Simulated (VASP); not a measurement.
# InO5 (F-43m) in VASP: further runs, part 2 of 2

VASP 6.6.1. The steps go on from the part before.

**4. Single point, PBE, collinear spin, ferromagnetic start**

Input file INCAR:

```
PREC = Accurate ; ENCUT = 520
EDIFF = 1E-6 ; ISMEAR = 0
SIGMA = 0.1 ; LREAL = False
LASPH = True ; NELM = 150
ALGO = Normal ; ISIF = 2
LWAVE = False ; LCHARG = False
ISPIN = 2 ; MAGMOM = 0 1 1 1 1 1
LORBIT = 11 ; GGA = PE
NBANDS = 34
```

Input file KPOINTS:

```
regular mesh
0
Gamma
  4 4 4
```

Input file POSCAR:

```
InO5
1.0
    0.0000000000      3.2523264600      3.2523264600
    3.2523264600      0.0000000000      3.2523264600
    3.2523264600      3.2523264600      0.0000000000
In O
1 5
Direct
    0.0000000000      0.0000000000      0.0000000000
    0.3750000000      0.3750000000      0.8750000000
    0.3750000000      0.8750000000      0.3750000000
    0.8750000000      0.3750000000      0.3750000000
    0.3750000000      0.3750000000      0.3750000000
    0.7500000000      0.7500000000      0.7500000000
```

On the command line:

```sh
$ cat potpaw_PBE.64/In_d/POTCAR potpaw_PBE.64/O/POTCAR > POTCAR
$ mpirun -np 1 vasp_std > vasp.out
```

It took 44 s on 1 thread of Intel Xeon Platinum 8488C (Sapphire Rapids), shared host; peak memory 0.24 GiB.

Results (log left out):

```yaml
Free_energy: -20.4166 eV
Pressure: -11.3 GPa
Net_moment: 5.31 μB per cell
Site_moments: In -0.16; O +0.91, +1.14 μB
Valence_electrons_inside_the_program's_atomic_spheres: In 10.82; O 4.65, 4.66
```

Levels at points of the mesh, in eV from the Fermi level:
Spin up:
```tsv
k point	band 19	band 20	band 21	band 22	band 23	band 24	band 25	band 26	band 27	band 28
(0.00, 0.00, 0.00)	-2.46	-0.89	-0.65	-0.65	-0.65	0.18	0.18	0.18	7.42	7.42
(0.50, 0.00, 0.00)	-2.31	-2.21	-1.54	-1.54	-0.63	0.10	0.10	1.21	6.82	8.14
(0.50, 0.50, 0.00)	-2.17	-2.13	-1.82	-1.58	-1.57	-0.05	-0.05	1.67	7.17	8.05
```
Spin down:
| k point | band 15 | band 16 | band 17 | band 18 | band 19 | band 20 | band 21 | band 22 | band 23 | band 24 |
| --- | --- | --- | --- | --- | --- | --- | --- | --- | --- | --- |
| (0.00, 0.00, 0.00) | -1.93 | -1.93 | -0.91 | -0.53 | -0.53 | -0.53 | 1.25 | 1.25 | 1.25 | 2.15 |
| (0.50, 0.00, 0.00) | -1.44 | -1.44 | -0.64 | -0.64 | -0.60 | -0.47 | 0.53 | 0.53 | 1.27 | 2.01 |
| (0.50, 0.50, 0.00) | -1.89 | -1.22 | -0.55 | -0.47 | -0.47 | -0.45 | 0.26 | 0.52 | 0.52 | 1.93 |

Caveat: the k points lie up to 0.42 Å⁻¹ apart; spin-orbit coupling is left out, which moves the levels of the heavy elements.

**5. Single point, PBE, collinear spin, ferromagnetic start**

This run uses another cell than the first one, of 9.73 Å³/atom, 0.848 times its volume.

Input file INCAR:

```
ALGO = Normal
EDIFF = 1E-6
ENCUT = 520
GGA = PE
ISIF = 2
ISMEAR = 0
ISPIN = 2
LASPH = T
LCHARG = T
LELF = T
LORBIT = 11
LREAL = F
LVHAR = T
LWAVE = F
MAGMOM = 0 1.01 1.01 1.01 1.01 1.01
NBANDS = 34
NELM = 150
PREC = Accurate
SIGMA = 0.1
```

Input file KPOINTS:

```
k-points
0
Gamma
  6 6 6
```

Input file POSCAR:

```
InO5
1.0
    0.0000000000      3.0787929992      3.0787929992
    3.0787929992      0.0000000000      3.0787929992
    3.0787929992      3.0787929992      0.0000000000
In O
1 5
Direct
    0.0000000000      0.0000000000      0.0000000000
    0.6247012983      0.6247012983      0.6247012983
    0.1258961052      0.6247012983      0.6247012983
    0.6247012983      0.6247012983      0.1258961052
    0.6247012983      0.1258961052      0.6247012983
    0.2500000000      0.2500000000      0.2500000000
```

Potentials or basis: VASP PAW PBE potentials, release 64 (In_d, O).

On the command line:

```sh
$ cat potpaw_PBE.64/In_d/POTCAR potpaw_PBE.64/O/POTCAR > POTCAR
$ mpirun -np 1 vasp_std > vasp.out
```

OUTCAR:

```text
EDIFF = 1E-6
   ENCUT = 520
   GGA = PE
   ISIF = 2
   ISMEAR = 0
   ISPIN = 2
   LASPH = T
   LORBIT = 11
   LREAL = F
   NELM = 150
   PREC = Accurate

 ion  position               nearest neighbor table
   1  0.000  0.000  0.000-   3 2.55   4 2.55   5 2.55   2 2.55   2 2.55   2 2.55   5 2.55   3 2.55
                             5 2.55   4 2.55   3 2.55   4 2.55   6 2.67   6 2.67   6 2.67   6 2.67
   2  0.625  0.625  0.625-   1 2.55   1 2.55   1 2.55
   3  0.126  0.625  0.625-   1 2.55   1 2.55   1 2.55
   4  0.625  0.625  0.126-   1 2.55   1 2.55   1 2.55
   5  0.625  0.126  0.625-   1 2.55   1 2.55   1 2.55
[... 1384 lines left out ...]
      0.00000      0.00000      0.00000        -0.000000     -0.000000     -0.000000
      3.84665      3.84665      3.84665        -0.042171     -0.042171     -0.042171
      3.84665      2.31093      2.31093        -0.042171      0.042171      0.042171
      2.31093      2.31093      3.84665         0.042171      0.042171     -0.042171
      2.31093      3.84665      2.31093         0.042171     -0.042171      0.042171
      1.53940      1.53940      1.53940        -0.000000     -0.000000     -0.000000
 -----------------------------------------------------------------------------------
    total drift:                               -0.000001     -0.000001     -0.000001

  FREE ENERGIE OF THE ION-ELECTRON SYSTEM (eV)
  ---------------------------------------------------
  free  energy   TOTEN  =       -20.8574662652 eV

  energy  without entropy=      -20.8411545749  energy(sigma->0) =      -20.84931042

 total charge

# of ion       s       p       d       tot
------------------------------------------
    1        0.568   0.357   9.962  10.887
    2        1.648   3.046   0.000   4.695
    3        1.648   3.046   0.000   4.695
    4        1.648   3.046   0.000   4.695
    5        1.648   3.046   0.000   4.695
    6        1.621   3.093   0.000   4.714
--------------------------------------------------
tot          8.783  15.635   9.962  34.380

 magnetization (x)

# of ion       s       p       d       tot
------------------------------------------
    1       -0.064  -0.029   0.002  -0.091
    2        0.003   0.394   0.000   0.397
    3        0.003   0.394   0.000   0.397
    4        0.003   0.394   0.000   0.397
    5        0.003   0.394   0.000   0.397
    6        0.010   1.043   0.000   1.053
--------------------------------------------------
tot         -0.041   2.589   0.002   2.551
```

OSZICAR:

```text
N       E                     dE             d eps       ncg     rms          rms(c)
DAV:   1     0.434201081292E+03    0.43420E+03   -0.20826E+04  2274   0.159E+03
DAV:   2     0.272288153170E+02   -0.40697E+03   -0.37616E+03  2458   0.430E+02
DAV:   3    -0.205312160283E+02   -0.47760E+02   -0.45040E+02  2334   0.134E+02
DAV:   4    -0.220918196168E+02   -0.15606E+01   -0.15517E+01  2744   0.257E+01
DAV:   5    -0.221324139439E+02   -0.40594E-01   -0.40575E-01  3024   0.415E+00    0.961E+00
DAV:   6    -0.244981658847E+02   -0.23658E+01   -0.29261E+01  3358   0.246E+01    0.247E+01
DAV:   7    -0.208459155726E+02    0.36523E+01   -0.30264E+01  3248   0.111E+01    0.562E+00
DAV:   8    -0.207485639170E+02    0.97352E-01   -0.13124E+00  2802   0.466E+00    0.329E+00
DAV:   9    -0.208907590343E+02   -0.14220E+00   -0.93681E-01  2658   0.342E+00    0.232E+00
DAV:  10    -0.208012749555E+02    0.89484E-01   -0.15975E-01  2686   0.308E+00    0.214E+00
DAV:  11    -0.208293761572E+02   -0.28101E-01   -0.83754E-02  2746   0.113E+00    0.129E+00
DAV:  12    -0.208438203975E+02   -0.14444E-01   -0.18079E-02  3072   0.526E-01    0.868E-01
DAV:  13    -0.208564570431E+02   -0.12637E-01   -0.25164E-02  3058   0.839E-01    0.252E-01
DAV:  14    -0.208573582774E+02   -0.90123E-03   -0.50176E-03  2672   0.313E-01    0.927E-02
DAV:  15    -0.208574400491E+02   -0.81772E-04   -0.39474E-04  2834   0.933E-02    0.410E-02
DAV:  16    -0.208574641652E+02   -0.24116E-04   -0.10655E-04  2874   0.497E-02    0.880E-03
DAV:  17    -0.208574659045E+02   -0.17393E-05   -0.72703E-06  2378   0.183E-02    0.481E-03
DAV:  18    -0.208574662652E+02   -0.36066E-06   -0.60648E-07  1434   0.625E-03
   1 F= -.20857466E+02 E0= -.20849310E+02  d E =-.163117E-01  mag=     2.9306
```

stdout:

```text
POSCAR found type information on POSCAR InO
 POSCAR found :  2 types and       6 ions
 scaLAPACK will be used
 LDA part: xc-table for (Slater+PW92), standard interpolation
 POSCAR, INCAR and KPOINTS ok, starting setup
 FFT: planning ... GRIDC
 FFT: planning ... GRID_SOFT
 FFT: planning ... GRID
 WAVECAR not read
 entering main loop
```

It took 56 s on 1 thread of Intel Xeon Platinum 8488C (Sapphire Rapids), shared host; peak memory 0.22 GiB.

Results:

```
Free energy                                           : -20.8575 eV
Pressure                                              : -0.4 GPa
Largest force                                         : 0.073 eV/Å
Net moment                                            : 2.93 μB per cell
Site moments                                          : In -0.09; O +0.40, +1.05 μB
Valence electrons inside the program's atomic spheres : In 10.89; O 4.70, 4.71
```

Forces on the atoms (eV/Å):
```
In   0.000  0.000  0.000
O   -0.042 -0.042 -0.042
O   -0.042  0.042  0.042
O    0.042  0.042 -0.042
O    0.042 -0.042  0.042
O    0.000  0.000  0.000
```

Caveat: spin-orbit coupling is left out, which moves the levels of the heavy elements.

**6. The runs side by side**

```tsv
spin	cell	k mesh	gap on the mesh (eV)	pressure (GPa)	moment (μB)
off	a = 4.599 Å, angles 60.0°, 6 atoms	4 × 4 × 4	none	-16.2	-
collinear, ferromagnetic start	a = 4.386 Å, angles 60.0°, 6 atoms	4 × 4 × 4	none	-0.2	4.58
collinear, ferromagnetic start	a = 4.599 Å, angles 60.0°, 6 atoms	4 × 4 × 4	none	-11.3	5.31
collinear, ferromagnetic start	a = 4.354 Å, angles 60.0°, 6 atoms	6 × 6 × 6	none	-0.4	2.93
```

Alike in all rows: task single point; level PBE; potentials or basis VASP PAW PBE potentials, release 64 (In_d, O); cutoff (eV) 520; smearing gaussian 0.1 eV.

Caveats: some runs use coarse meshes; spin-orbit coupling is left out, which moves the levels of the heavy elements; an odd number of electrons without spin polarisation forces a metal (some runs); a magnetic or distorted state may lie lower (some runs).

Total energies depend on the potentials used, so only differences within one code and one set of settings carry meaning.
